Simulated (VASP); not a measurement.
# Bi (R-3m) in VASP: single point with r2SCAN

Aim: the single point of Bi with r2SCAN.

Everything below comes from runs of VASP 6.6.1. Logs are shortened: lines on timing, memory, paths and dates and some standing lists are left out, and cuts for length are marked.

## Step 1: The cell of the first run

Symmetry: R-3m, No. 166, trigonal system. The conventional cell has a = 4.588 Å, b = 4.588 Å, c = 11.952 Å, α = 90.00°, β = 90.00°, γ = 120.00°. Within 4.0 Å of Bi (site symmetry 3m) lie 6 Bi at 3.08 to 3.59 Å.

## Step 2: Single point, r2SCAN

POSCAR

```
Bi
1.0
    2.2939604040      1.3244188254      3.9839542144
   -2.2939604040      1.3244188254      3.9839542144
    0.0000000000     -2.6488371449      3.9839543825
Bi
2
Direct
    0.2321315314      0.2321315314      0.2321315314
    0.7678684686      0.7678684686      0.7678684686
```

INCAR.step1

```
SYSTEM = Bi
PREC     = Accurate       ! precision mode
ENCUT    = 520            ! plane-wave cutoff, eV
ISMEAR   = 1              ! smearing method
SIGMA    = 0.1            ! smearing width, eV
LREAL    = .False.        ! projectors in reciprocal space
LASPH    = .True.         ! aspherical terms in the spheres
NELM     = 100            ! most SCF steps
NBANDS   = 22             ! bands
GGA      = PE             ! functional
ALGO     = Normal         ! electronic algorithm
EDIFF    = 1E-4           ! SCF threshold, eV
LWAVE    = .True.         ! write WAVECAR
LCHARG   = .False.        ! write CHGCAR
```

INCAR.step2

```
SYSTEM = Bi
PREC     = Accurate       ! precision mode
ENCUT    = 520            ! plane-wave cutoff, eV
EDIFF    = 1E-6           ! SCF threshold, eV
ISMEAR   = 1              ! smearing method
SIGMA    = 0.1            ! smearing width, eV
LREAL    = .False.        ! projectors in reciprocal space
LASPH    = .True.         ! aspherical terms in the spheres
NELM     = 100            ! most SCF steps
ALGO     = Normal         ! electronic algorithm
ISIF     = 2              ! what is computed and relaxed
LWAVE    = .False.        ! write WAVECAR
LCHARG   = .False.        ! write CHGCAR
METAGGA  = R2SCAN         ! meta-GGA
LMIXTAU  = .True.       
NBANDS   = 22             ! bands
ISTART   = 1
```

KPOINTS

```
Automatic mesh
0
Gamma
  6 6 6
  0 0 0
```

Potentials or basis: VASP PAW PBE potentials, release 64 (Bi_d).

Started as:

```sh
cat potpaw_PBE.64/Bi_d/POTCAR > POTCAR
cp INCAR.step1 INCAR
mpirun -np 1 vasp_std > vasp.out
cp INCAR.step2 INCAR
mpirun -np 1 vasp_std > vasp.out
```

OUTCAR:

```text
SYSTEM = Bi
   PREC = Accurate
   ENCUT = 520
   EDIFF = 1E-6
   ISMEAR = 1
   LREAL = .False.
   LASPH = .True.
   NELM = 100
   ISIF = 2
   METAGGA = R2SCAN
   ISTART = 1

 ion  position               nearest neighbor table
   1  0.232  0.232  0.232-   2 3.08   2 3.08   2 3.08   2 3.59   2 3.59   2 3.59
   2  0.768  0.768  0.768-   1 3.08   1 3.08   1 3.08   1 3.59   1 3.59   1 3.59

  LATTYP: Found a trigonal (rhomboedric) cell.
 ALAT       =     4.7841645815
 COS(alpha) =     0.5401781471

  Lattice vectors:

 A1 = (   2.2939604040,   1.3244188254,   3.9839542144)
 A2 = (  -2.2939604040,   1.3244188254,   3.9839542144)
 A3 = (   0.0000000000,  -2.6488371449,   3.9839543825)

Analysis of symmetry for initial positions (statically):
=====================================================================
 Subroutine PRICEL returns:
 Original cell was already a primitive cell.

 Routine SETGRP: Setting up the symmetry group for a
 trigonal (rhombohedral) supercell.

 Subroutine GETGRP returns: Found 12 space group operations
 (whereof 12 operations were pure point group operations)
 out of a pool of 12 trial point group operations.

The static configuration has the point symmetry D_3d.

Analysis of symmetry for dynamics (positions and initial velocities):
=====================================================================
 Subroutine PRICEL returns:
 Original cell was already a primitive cell.

 Routine SETGRP: Setting up the symmetry group for a
 trigonal (rhombohedral) supercell.

 Subroutine GETGRP returns: Found 12 space group operations
 (whereof 12 operations were pure point group operations)
 out of a pool of 12 trial point group operations.

The dynamic configuration has the point symmetry D_3d.

 Subroutine INISYM returns: Found 12 space group operations
 (whereof 12 operations are pure point group operations),
 and found     1 'primitive' translations

----------------------------------------------------------------------------------------

                                     Primitive cell

  volume of cell :      72.6234

  direct lattice vectors                    reciprocal lattice vectors
     2.293960404  1.324418825  3.983954214     0.217963658  0.125841380  0.083668960
    -2.293960404  1.324418825  3.983954214    -0.217963658  0.125841380  0.083668960
     0.000000000 -2.648837145  3.983954382     0.000000000 -0.251682749  0.083668976

  length of vectors
     4.784164581  4.784164581  4.784164581     0.265225760  0.265225760  0.265225760

  position of ions in fractional coordinates (direct lattice)
     0.232131531  0.232131531  0.232131531
     0.767868469  0.767868469  0.767868469

  ion indices of the primitive-cell ions
   primitive index   ion index
                 1           1
                 2           2

----------------------------------------------------------------------------------------

 KPOINTS: Automatic mesh

Automatic generation of k-mesh.
 Grid dimensions read from file:
 generate k-points for:    6    6    6

 Generating k-lattice:

  Cartesian coordinates                     Fractional coordinates (reciprocal lattice)
     0.036327276  0.020973563  0.013944827     0.166666667 -0.000000000  0.000000000
    -0.036327276  0.020973563  0.013944827    -0.000000000  0.166666667  0.000000000
     0.000000000 -0.041947125  0.013944829    -0.000000000 -0.000000000  0.166666667

  Length of vectors
     0.044204293  0.044204293  0.044204293

  Shift w.r.t. Gamma in fractional coordinates (k-lattice)
     0.000000000  0.000000000  0.000000000

 Subroutine IBZKPT returns following result:
 ===========================================

 Found     32 irreducible k-points:

 Following reciprocal coordinates:
            Coordinates               Weight
  0.000000  0.000000  0.000000      1.000000
  0.166667  0.000000  0.000000      6.000000
  0.333333  0.000000  0.000000      6.000000
  0.500000  0.000000  0.000000      3.000000
  0.166667  0.166667  0.000000      6.000000
  0.333333  0.166667  0.000000     12.000000
[... 16 lines left out ...]
  0.500000  0.500000  0.166667      6.000000
 -0.333333  0.500000  0.166667     12.000000
 [... further k-points ...]
   k-points           NKPTS =     32   k-points in BZ     NKDIM =     32   number of bands    NBANDS=     22
   number of dos      NEDOS =    301   number of ions     NIONS =      2
   total plane-waves  NPLWV =  46656
   dimension x,y,z NGX =    36 NGY =   36 NGZ =   36
   dimension x,y,z NGXF=    72 NGYF=   72 NGZF=   72
   ions per type =               2
   NGX,Y,Z   is equivalent  to a cutoff of  12.51, 12.51, 12.51 a.u.
   NGXF,Y,Z  is equivalent  to a cutoff of  25.02, 25.02, 25.02 a.u.
 SYSTEM =  Bi
   PREC   = accura    normal or accurate (medium, high low for compatibility)
   ISTART =      1    job   : 0-new  1-cont  2-samecut
   ICHARG =      0    charge: 1-file 2-atom 10-const
   ISPIN  =      1    spin polarized calculation?
   LNONCOLLINEAR =      F non collinear calculations
   LSORBIT =      F    spin-orbit coupling
   LASPH  =      T    aspherical Exc in radial PAW
   ENCUT  =  520.0 eV  38.22 Ry    6.18 a.u.   8.90  8.90  8.90*2*pi/ulx,y,z
   NELM   =    100;   NELMIN=  2; NELMDL=  0     # of ELM steps
   EDIFF  = 0.1E-05   stopping-criterion for ELM
   LREAL  =      F    real-space projection
[... 7 lines left out ...]
   TEBEG  =    0.0;   TEEND  =   0.0 temperature during run
   PSTRESS=    0.0 pullay stress
   NELECT =      30.0000    total number of electrons
   NUPDOWN=      -1.0000    fix difference up-down
   EMIN   =  10.00;   EMAX   =-10.00  energy-range for DOS
   EFERMI =   0.00;   METHOD = LEGACY
   ISMEAR =     1;   SIGMA  =   0.10  broadening in eV -4-tet -1-fermi 0-gaus
   EFERMI_NEDOS =   21; number of points for ismear=-14 and -15
   IALGO  =     38    algorithm
   IMIX   =      4    mixing-type and parameters
     AMIX     =   0.40;   BMIX     =  1.00
     AMIX_MAG =   1.60;   BMIX_MAG =  1.00
  volume/ion in A,a.u.               =      36.31       245.04
  Fermi-wavevector in a.u.,A,eV,Ry     =   1.219241  2.304032 20.225730  1.486549
  Thomas-Fermi vector in A             =   2.354500
   LORBIT       =      0    0 simple, 1 ext, 2 COOP (PROOUT), +10 PAW based schemes
   METAGGA = R2SCAN    functional components
   LHFCALC =     F    Hartree Fock is set to
   AEXX    =    0.0000 exact exchange contribution
   IVDW    =     0    specifies the selected vdW correction
   LEPSILON=     F    determine dielectric tensor
   LRPA    =     F    only Hartree local field effects (RPA)
 non-spin polarized calculation
 Methfessel and Paxton  Order N= 1 SIGMA  =   0.10
  energy-cutoff  :      520.00
  volume of cell :       72.62
 maximum number of plane-waves:      2006
   NGX = 17   NGY = 17   NGZ = 17

 number of electron      30.0000003 magnetization

 Free energy of the ion-electron system (eV)
  ---------------------------------------------------
  ext. energy  EPLUGINS =         0.00000000
  ---------------------------------------------------
  free energy    TOTEN  =      -117.02029032 eV

  energy without entropy =     -117.01954402  energy(sigma->0) =     -117.02004156

 E-fermi :   5.7622     XC(G=0): -10.0327

 val. band max:        5.7533932977   @ k =   0.5000   0.0000   0.0000
 cond. band min:       6.4560987429   @ k =   0.3333   0.1667   0.1667
 fundamental gap:      0.7027054452
 Fermi energy:         5.7621524804

 k-point     1 :       0.0000    0.0000    0.0000
  band No.  band energies     occupation
      1     -17.7040      2.00000
      2     -17.7040      2.00000
      3     -17.5497      2.00000
      4     -17.5497      2.00000
      5     -17.5230      2.00000
      6     -17.3585      2.00000
[... 14 lines left out ...]
     21      12.1199      0.00000
     22      12.4598      0.00000

 k-point     2 :       0.1667    0.0000    0.0000
  band No.  band energies     occupation
      1     -17.6862      2.00000
      2     -17.6791      2.00000
      3     -17.5414      2.00000
      4     -17.5337      2.00000
      5     -17.5097      2.00000
      6     -17.3732      2.00000
[... 14 lines left out ...]
     21      12.4182      0.00000
     22      14.2432      0.00000

 k-point     3 :       0.3333    0.0000    0.0000
  band No.  band energies     occupation
      1     -17.6437      2.00000
      2     -17.6115      2.00000
      3     -17.5254      2.00000
      4     -17.4925      2.00000
      5     -17.4717      2.00000
      6     -17.4198      2.00000
[... 14 lines left out ...]
     21      13.7958      0.00000
     22      16.6115      0.00000

 k-point     4 :       0.5000    0.0000    0.0000
  band No.  band energies     occupation
      1     -17.6168      2.00000
      2     -17.5411      2.00000
      3     -17.5168      2.00000
      4     -17.4927      2.00000
      5     -17.4519      2.00000
      6     -17.4337      2.00000
[... 14 lines left out ...]
     21      15.3882      0.00000
     22      15.6524      0.00000

 k-point     5 :       0.1667    0.1667    0.0000
  band No.  band energies     occupation
      1     -17.7009      2.00000
      2     -17.6564      2.00000
      3     -17.5479      2.00000
      4     -17.5272      2.00000
      5     -17.5048      2.00000
      6     -17.3779      2.00000
[... 417 lines left out ...]
 k-point    22 :      -0.1667    0.3333    0.1667
  band No.  band energies     occupation
      1     -17.6684      2.00000
      2     -17.5418      2.00000
      3     -17.5261      2.00000
      4     -17.4862      2.00000
      5     -17.4633      2.00000
      6     -17.4311      2.00000
[... 14 lines left out ...]
     21      14.7639      0.00000
     22      15.6216      0.00000

 k-point    23 :       0.5000    0.5000    0.1667
  band No.  band energies     occupation
      1     -17.6765      2.00000
      2     -17.5791      2.00000
      3     -17.5452      2.00000
      4     -17.4777      2.00000
      5     -17.4631      2.00000
      6     -17.4141      2.00000
[... 14 lines left out ...]
     21      15.7986      0.00000
     22      16.5916      0.00000

 k-point    24 :      -0.3333    0.5000    0.1667
  band No.  band energies     occupation
      1     -17.6665      2.00000
      2     -17.5682      2.00000
      3     -17.5303      2.00000
      4     -17.4811      2.00000
      5     -17.4454      2.00000
      6     -17.4297      2.00000
[... 14 lines left out ...]
     21      16.2673      0.00000
     22      16.7704      0.00000

 [... further k-points ...]
[... 5 lines left out ...]
  --------------------------------------------------------------------------------------
  -------------------------------------------------------------------------------------
  Total       -0.1793800     -0.1793800      0.2958860      0.0000000      0.0000000      0.0000000
  in kB       -3.9573797     -3.9573797      6.5276702      0.0000000      0.0000004      0.0000000
  external PRESSURE =      -0.4623631 kB  Pullay stress =       0.0000000 kB

 VOLUME and BASIS-vectors are now :
 -----------------------------------------------------------------------------
  energy-cutoff  :      520.00
  volume of cell :       72.62
      direct lattice vectors                 reciprocal lattice vectors
     2.293960404  1.324418825  3.983954214     0.217963658  0.125841380  0.083668960
    -2.293960404  1.324418825  3.983954214    -0.217963658  0.125841380  0.083668960
     0.000000000 -2.648837145  3.983954382     0.000000000 -0.251682749  0.083668976

 POSITION                                       TOTAL-FORCE (eV/Angst)
 -----------------------------------------------------------------------------------
      0.00000      0.00000      2.77440         0.000000      0.000000      0.009061
      0.00000      0.00000      9.17746         0.000000     -0.000000     -0.009061
 -----------------------------------------------------------------------------------
    total drift:                               -0.000000      0.000000     -0.000000

  FREE ENERGIE OF THE ION-ELECTRON SYSTEM (eV)
  ---------------------------------------------------
  free  energy   TOTEN  =      -117.0202903247 eV

  energy  without entropy=     -117.0195440231  energy(sigma->0) =     -117.02004156
```

Run time: 2 min. Hardware: 1 thread of Intel Xeon Platinum 8559C (Emerald Rapids), shared host; peak memory 0.22 GiB.

Results:

```yaml
Free_energy: -117.0203 eV
Pressure: 0.0 GPa
Largest_force: 0.009 eV/Å
```

Forces in eV/Å, atoms in the order of the input:
```
Bi   0.000  0.000  0.009
Bi   0.000  0.000 -0.009
```

Stress tensor (GPa, compression positive):
```
-0.40  0.00  0.00
 0.00 -0.40  0.00
 0.00  0.00  0.65
```

Levels at points of the mesh, in eV from the Fermi level:
| k point | band 12 | band 13 | band 14 | band 15 | band 16 | band 17 | band 18 | band 19 |
| --- | --- | --- | --- | --- | --- | --- | --- | --- |
| (0.00, 0.00, 0.00) | -7.58 | -1.34 | -1.23 | -1.23 | 2.53 | 3.14 | 3.14 | 6.34 |
| (0.50, 0.00, 0.00) | -10.70 | -1.35 | -1.28 | -0.14 | -0.01 | 0.93 | 1.38 | 8.11 |
| (0.50, 0.50, 0.00) | -9.68 | -4.57 | -2.90 | -2.89 | 2.68 | 5.18 | 5.86 | 7.02 |
| (0.50, 0.50, 0.50) | -9.95 | -0.81 | -0.65 | -0.65 | 0.92 | 0.92 | 1.00 | 7.49 |

Caveat: the PAW data sets were made with another functional, which shifts forces and pressure a little; spin-orbit coupling is left out, which moves the levels of the heavy elements.
